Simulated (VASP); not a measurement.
# LaNb4O (F-43m) in VASP: further runs, part 2 of 2

VASP 6.6.1. The steps go on from the part before.

## (3) Single point, PBE

This run uses another cell than the first one, of 20.91 Å³/atom, 1.331 times its volume.

INCAR

```
SYSTEM = LaNb4O
PREC = Accurate
ENCUT = 520
EDIFF = 1E-6
ISMEAR = 0
SIGMA = 0.1
LREAL = .FALSE.
LASPH = .TRUE.
NELM = 80
ALGO = Normal
ISIF = 2
LWAVE = .FALSE.
LCHARG = .FALSE.
GGA = PE
NBANDS = 44
```

KPOINTS

```
Automatic mesh
0
G
  4 4 4
  0 0 0
```

POSCAR

```
LaNb4O
1.0
    0.0000000000      3.9733561398      3.9733561398
    3.9733561398      0.0000000000      3.9733561398
    3.9733561398      3.9733561398      0.0000000000
La Nb O
1 4 1
Direct
    0.7500000000      0.7500000000      0.7500000000
    0.3792739871      0.3792739871      0.8621780388
    0.8621780388      0.3792739871      0.3792739871
    0.3792739871      0.3792739871      0.3792739871
    0.3792739871      0.8621780388      0.3792739871
    0.0000000000      0.0000000000      0.0000000000
```

Potentials or basis: VASP PAW PBE potentials, release 64 (La, Nb_sv, O).

Launch:

```bash
cat potpaw_PBE.64/La/POTCAR potpaw_PBE.64/Nb_sv/POTCAR potpaw_PBE.64/O/POTCAR > POTCAR
mpirun -np 1 vasp_std > vasp.out
```

OUTCAR:

```text
SYSTEM = LaNb4O
   PREC = Accurate
   ENCUT = 520
   EDIFF = 1E-6
   ISMEAR = 0
   LREAL = .FALSE.
   LASPH = .TRUE.
   NELM = 80
   ISIF = 2
   GGA = PE

 ion  position               nearest neighbor table
   1  0.750  0.750  0.750-   2 3.28   3 3.28   5 3.28   4 3.28   4 3.28   4 3.28   3 3.28   5 3.28
                             5 3.28   2 3.28   3 3.28   2 3.28
   2  0.379  0.379  0.862-   3 2.71   4 2.71   5 2.71   4 2.91   5 2.91   3 2.91   1 3.28   1 3.28
                             1 3.28
   3  0.862  0.379  0.379-   2 2.71   4 2.71   5 2.71   4 2.91   2 2.91   5 2.91   1 3.28   1 3.28
                             1 3.28
   4  0.379  0.379  0.379-   2 2.71   3 2.71   5 2.71   2 2.91   5 2.91   3 2.91   1 3.28   1 3.28
                             1 3.28
   5  0.379  0.862  0.379-   2 2.71   3 2.71   4 2.71   2 2.91   4 2.91   3 2.91   1 3.28   1 3.28
                             1 3.28
   6  0.000  0.000  0.000-

  LATTYP: Found a face centered cubic cell.
 ALAT       =     7.9467122796

  Lattice vectors:

 A1 = (   0.0000000000,   3.9733561398,   3.9733561398)
 A2 = (   3.9733561398,   0.0000000000,   3.9733561398)
 A3 = (   3.9733561398,   3.9733561398,   0.0000000000)

Analysis of symmetry for initial positions (statically):
=====================================================================
 Subroutine PRICEL returns:
 Original cell was already a primitive cell.

 Routine SETGRP: Setting up the symmetry group for a
 face centered cubic supercell.

 Subroutine GETGRP returns: Found 24 space group operations
 (whereof 24 operations were pure point group operations)
 out of a pool of 48 trial point group operations.

The static configuration has the point symmetry T_d .

Analysis of symmetry for dynamics (positions and initial velocities):
=====================================================================
 Subroutine PRICEL returns:
 Original cell was already a primitive cell.

[... 119 lines left out ...]
  volume/ion in A,a.u.               =      20.91       141.11
  Fermi-wavevector in a.u.,A,eV,Ry     =   1.341293  2.534676 24.477796  1.799067
  Thomas-Fermi vector in A             =   2.469538
   LORBIT       =      0    0 simple, 1 ext, 2 COOP (PROOUT), +10 PAW based schemes
   GGA     = PE    functional components
   LHFCALC =     F    Hartree Fock is set to
   AEXX    =    0.0000 exact exchange contribution
   IVDW    =     0    specifies the selected vdW correction
   LEPSILON=     F    determine dielectric tensor
   LRPA    =     F    only Hartree local field effects (RPA)
 non-spin polarized calculation
 Gauss-broadening in eV      SIGMA  =   0.10
  energy-cutoff  :      520.00
  volume of cell :      125.46
 maximum number of plane-waves:      3399
 NGX is ok and might be reduce to    42
   NGX = 21   NGY = 21   NGZ = 21

 number of electron      69.0000005 magnetization

 Free energy of the ion-electron system (eV)
  ---------------------------------------------------
  ext. energy  EPLUGINS =         0.00000000
  ---------------------------------------------------
  free energy    TOTEN  =       -45.96512281 eV

  energy without entropy =      -45.91094164  energy(sigma->0) =      -45.93803223

 E-fermi :   8.5688     XC(G=0): -11.0965

 val. band max:        8.5378344171   @ k =   0.5000   0.0000   0.0000
 cond. band min:       8.6248406528   @ k =   0.5000   0.2500   0.0000
 fundamental gap:      0.0870062358
 Fermi energy:         8.5688390814

 k-point     1 :       0.0000    0.0000    0.0000
  band No.  band energies     occupation
      1     -46.1665      2.00000
      2     -45.8915      2.00000
      3     -45.8915      2.00000
      4     -45.8915      2.00000
      5     -23.2388      2.00000
      6     -23.0836      2.00000
[... 365 lines left out ...]
     43      10.4044      0.00000
     44      10.5156      0.00000

------------------------ aborting loop because EDIFF is reached ----------------------------------------

  FORCE on cell =-STRESS in cart. coord.  units (eV):
  Direction    XX          YY          ZZ          XY          YZ          ZX
  --------------------------------------------------------------------------------------
  -------------------------------------------------------------------------------------
  Total        0.0492931      0.0492931      0.0492931      0.0000000      0.0000000      0.0000000
  in kB        0.6294975      0.6294975      0.6294975      0.0000000      0.0000000      0.0000000
  external PRESSURE =       0.6294975 kB  Pullay stress =       0.0000000 kB

 VOLUME and BASIS-vectors are now :
 -----------------------------------------------------------------------------
  energy-cutoff  :      520.00
  volume of cell :      125.46
      direct lattice vectors                 reciprocal lattice vectors
     0.000000000  3.973356140  3.973356140    -0.125838204  0.125838204  0.125838204
     3.973356140  0.000000000  3.973356140     0.125838204 -0.125838204  0.125838204
     3.973356140  3.973356140  0.000000000     0.125838204  0.125838204 -0.125838204

 POSITION                                       TOTAL-FORCE (eV/Angst)
 -----------------------------------------------------------------------------------
      5.96003      5.96003      5.96003        -0.000000     -0.000000     -0.000000
      4.93273      4.93273      3.01398        -0.015195     -0.015195      0.015195
      3.01398      4.93273      4.93273         0.015195     -0.015195     -0.015195
      3.01398      3.01398      3.01398         0.015195      0.015195      0.015195
      4.93273      3.01398      4.93273        -0.015195      0.015195     -0.015195
      0.00000      0.00000      0.00000        -0.000000     -0.000000     -0.000000
 -----------------------------------------------------------------------------------
    total drift:                               -0.000001     -0.000001     -0.000002

  FREE ENERGIE OF THE ION-ELECTRON SYSTEM (eV)
  ---------------------------------------------------
  free  energy   TOTEN  =       -45.9651228109 eV

  energy  without entropy=      -45.9109416410  energy(sigma->0) =      -45.93803223
```

OSZICAR:

```text
N       E                     dE             d eps       ncg     rms          rms(c)
DAV:   1     0.924423895565E+03    0.92442E+03   -0.33405E+04   808   0.208E+03
DAV:   2     0.955579217635E+02   -0.82887E+03   -0.79462E+03   772   0.612E+02
DAV:   3    -0.219402412587E+02   -0.11750E+03   -0.10927E+03  1016   0.203E+02
DAV:   4    -0.455433557691E+02   -0.23603E+02   -0.21844E+02  1272   0.711E+01
DAV:   5    -0.489625722266E+02   -0.34192E+01   -0.32957E+01  1360   0.258E+01    0.156E+01
DAV:   6    -0.489447414952E+02    0.17831E-01   -0.45332E+01  1104   0.304E+01    0.182E+01
DAV:   7    -0.465362306316E+02    0.24085E+01   -0.37605E+01  1292   0.216E+01    0.669E+00
DAV:   8    -0.459866998263E+02    0.54953E+00   -0.24096E+00  1096   0.773E+00    0.369E+00
DAV:   9    -0.459640590658E+02    0.22641E-01   -0.11372E+00  1200   0.508E+00    0.212E+00
DAV:  10    -0.459654172410E+02   -0.13582E-02   -0.34493E-01  1160   0.248E+00    0.933E-01
DAV:  11    -0.459661075185E+02   -0.69028E-03   -0.34371E-02  1080   0.119E+00    0.444E-01
DAV:  12    -0.459649410371E+02    0.11665E-02   -0.16514E-02  1232   0.633E-01    0.158E-01
DAV:  13    -0.459651241693E+02   -0.18313E-03   -0.24173E-03  1152   0.244E-01    0.564E-02
DAV:  14    -0.459651329860E+02   -0.88167E-05   -0.28106E-04  1336   0.106E-01    0.316E-02
DAV:  15    -0.459651239843E+02    0.90016E-05   -0.50076E-05  1184   0.381E-02    0.913E-03
DAV:  16    -0.459651227796E+02    0.12048E-05   -0.76568E-06  1016   0.199E-02    0.309E-03
DAV:  17    -0.459651228109E+02   -0.31356E-07   -0.83100E-07   640   0.744E-03
   1 F= -.45965123E+02 E0= -.45938032E+02  d E =-.541812E-01
```

Run time: 49 s. Hardware: 1 thread of Intel Xeon 6975P-C (Granite Rapids), shared host; peak memory 0.28 GiB.

Results:

* Free energy: -45.9651 eV
* Pressure: 0.1 GPa
* Largest force: 0.026 eV/Å

Forces in eV/Å, atoms in the order of the input:
```
La   0.000  0.000  0.000
Nb  -0.015 -0.015  0.015
Nb   0.015 -0.015 -0.015
Nb   0.015  0.015  0.015
Nb  -0.015  0.015 -0.015
O    0.000  0.000  0.000
```

Caveat: spin-orbit coupling is left out, which moves the levels of the heavy elements; an odd number of electrons without spin polarisation forces a metal; a magnetic or distorted state may lie lower.

## (4) Relaxation of cell and atoms, PBE

INCAR

```
ALGO = Normal ; EDIFF = 1E-6
EDIFFG = -0.04 ; ENCUT = 600
GGA = PE ; IBRION = 2
ISIF = 3 ; ISMEAR = 0
LASPH = True ; LCHARG = False
LREAL = False ; LWAVE = False
NELM = 100 ; NSW = 90
PREC = Accurate ; SIGMA = 0.1
```

KPOINTS

```
k-points
0
Gamma
  4 4 4
```

POSCAR

```
LaNb4O
1.0
    0.0000000000      3.6117135200      3.6117135200
    3.6117135200      0.0000000000      3.6117135200
    3.6117135200      3.6117135200      0.0000000000
La Nb O
1 4 1
Direct
    0.7500000000      0.7500000000      0.7500000000
    0.3748620500      0.3748620500      0.8754138400
    0.8754138400      0.3748620500      0.3748620500
    0.3748620500      0.3748620500      0.3748620500
    0.3748620500      0.8754138400      0.3748620500
    0.0000000000      0.0000000000      0.0000000000
```

Launch:

```bash
cat potpaw_PBE.64/La/POTCAR potpaw_PBE.64/Nb_sv/POTCAR potpaw_PBE.64/O/POTCAR > POTCAR
mpirun -np 1 vasp_std > vasp.out
```

Run time: 3.6 min. Hardware: 1 thread of Intel Xeon 6975P-C (Granite Rapids), shared host; peak memory 0.3 GiB.

The run converged. Its results:

- Free energy: -45.9433 eV
- Relaxed volume: 20.89 Å³/atom
- Relaxed cell: a = 5.617 Å, b = 5.617 Å, c = 5.617 Å, α = 60.00°, β = 60.00°, γ = 60.00°
- Space group after relaxing (to 0.05 Å): F-43m (No. 216)
- Energy gained by relaxing: 500.3 meV/atom
- Ionic steps: 6
- Pressure after relaxing: 0.2 GPa
- Largest force after relaxing: 0.031 eV/Å

Forces in eV/Å, atoms in the order of the input:
```
La   0.000  0.000  0.000
Nb   0.018  0.018 -0.018
Nb  -0.018  0.018  0.018
Nb  -0.018 -0.018 -0.018
Nb   0.018 -0.018  0.018
O    0.000  0.000  0.000
```

The path:
```csv
step,energy change (eV),largest force (eV/Å),pressure (GPa),volume (Å³)
1,0.0000,0.1874,38.39,94.23
2,-1.3746,0.4255,-14.10,155.42
3,-2.9402,0.4157,-0.04,124.97
4,-2.9395,0.4119,0.45,124.30
5,-2.9662,0.3108,0.33,124.55
6,-3.0020,0.0310,0.20,125.31
```

Final structure:
```xyz
6
Lattice="0.0000 3.9718 3.9718 3.9718 0.0000 3.9718 3.9718 3.9718 0.0000" Properties=species:S:1:pos:R:3 pbc="T T T"
La    5.9577    5.9577    5.9577
Nb    4.9274    4.9274    3.0162
Nb    3.0162    4.9274    4.9274
Nb    3.0162    3.0162    3.0162
Nb    4.9274    3.0162    4.9274
O     0.0000    0.0000    0.0000
```

Levels at points of the mesh, in eV from the Fermi level:
| k point | band 31 | band 32 | band 33 | band 34 | band 35 | band 36 | band 37 | band 38 |
| --- | --- | --- | --- | --- | --- | --- | --- | --- |
| (0.00, 0.00, 0.00) | -1.61 | -0.19 | -0.19 | -0.19 | 1.44 | 1.44 | 1.72 | 1.72 |
| (0.50, 0.00, 0.00) | -1.06 | -0.68 | -0.13 | -0.13 | -0.05 | 0.22 | 0.23 | 0.23 |
| (0.50, 0.50, 0.00) | -0.94 | -0.50 | -0.31 | -0.09 | 0.16 | 0.16 | 0.28 | 0.32 |

Caveat: the k points lie up to 0.34 Å⁻¹ apart in the final cell; the volume moved by over 15 % at a fixed basis, so the end points are rough; spin-orbit coupling is left out, which moves the levels of the heavy elements; an odd number of electrons without spin polarisation forces a metal; a magnetic or distorted state may lie lower.

## (5) The runs side by side

| task | cell | cutoff (eV) | gap on the mesh (eV) | pressure (GPa) | largest force (eV/Å) |
| --- | --- | --- | --- | --- | --- |
| single point | a = 5.108 Å, angles 60.0°, 6 atoms | 520 | none | 38.4 | 0.19 |
| single point | a = 5.619 Å, angles 60.0°, 6 atoms | 520 | none | 0.1 | 0.03 |
| relaxation of cell and atoms | relaxed from a = 5.108 Å, angles 60.0°, 6 atoms | 600 | none | 0.2 | 0.03 |

Alike in all rows: level PBE; potentials or basis VASP PAW PBE potentials, release 64 (La, Nb_sv, O); no spin polarisation; k mesh 4 × 4 × 4; smearing gaussian 0.1 eV.

Caveats: some runs use coarse meshes; spin-orbit coupling is left out, which moves the levels of the heavy elements; an odd number of electrons without spin polarisation forces a metal; a magnetic or distorted state may lie lower; the volume moved by over 15 % at a fixed basis, so the end points are rough (some runs).

Absolute energies hang on the potentials; compare differences alone.
